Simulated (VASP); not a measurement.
Wanted: the native input for a VASP 6.6.1 run.

| Property | Result |
| --- | --- |
| Task | single point |
| Functional | PBEsol |
| Potentials or basis | VASP PAW PBE potentials, release 64 (C, Si) |
| Cutoff | 600 eV |
| k mesh | 10 × 10 × 6 |
| Occupations | gaussian, width 0.1 eV |
| Spin | no spin polarisation |
| Dipole correction | no |
| Further INCAR settings | ALGO = Normal; EDIFF = 1e-06; NBANDS = 26 |

The structure of Si7C lies in POSCAR:

```
Si7C
1.0
    0.0000000000     -2.5650152160     -2.5650152160
    2.5813380155      5.1654335244     -2.6004183085
    5.1752457392     -2.5927981070      2.5927981070
C Si
1 7
Direct
    0.7508419274      0.5016838548      0.2483784963
    0.4960898038     -0.0078203924      0.4780318804
    0.2489459584      0.4978919169      0.7506469551
    0.0025523947      0.0051047894      0.0167312276
    0.8067078205      0.6134156410      0.9790671734
    0.5909223291      0.1818446582      0.1939997779
    0.3006446400      0.6012892800      0.3960467656
    0.0532951262      0.1065902524      0.6870977239
```

The input as run:

INCAR

```
SYSTEM = Si7C
PREC     = Accurate       ! precision mode
ENCUT    = 600            ! plane-wave cutoff, eV
EDIFF    = 1E-6           ! SCF threshold, eV
ISMEAR   = 0              ! smearing method
SIGMA    = 0.1            ! smearing width, eV
LREAL    = .False.        ! projectors in reciprocal space
LASPH    = .True.         ! aspherical terms in the spheres
NELM     = 120            ! most SCF steps
ALGO     = Normal         ! electronic algorithm
ISIF     = 2              ! what is computed and relaxed
LWAVE    = .False.        ! write WAVECAR
LCHARG   = .True.         ! write CHGCAR
GGA      = PS             ! functional
LELF     = .True.         ! ELF
LVHAR    = .True.       
NBANDS   = 26             ! bands
GGA_COMPAT= .False.
```

KPOINTS

```
Automatic mesh
0
Gamma
  10 10 6
  0 0 0
```

Potentials or basis: VASP PAW PBE potentials, release 64 (C, Si).

Command:

```console
$ cat potpaw_PBE.64/C/POTCAR potpaw_PBE.64/Si/POTCAR > POTCAR
$ mpirun -np 1 vasp_std > vasp.out
```

Results of the run:

- Pressure: 0.1 GPa
- Largest force: 0.008 eV/Å
- Band gap on the k mesh: zero (bands 16 and 17 overlap by 0.41 eV)

Caveat: semilocal functionals underestimate gaps, and a narrow one can read as zero; the PAW data sets were made with another functional, which shifts forces and pressure a little.

It took 21 min on 1 thread of Oxide Virtual Turin-like Processor, on a shared host, peak memory 0.64 GiB.
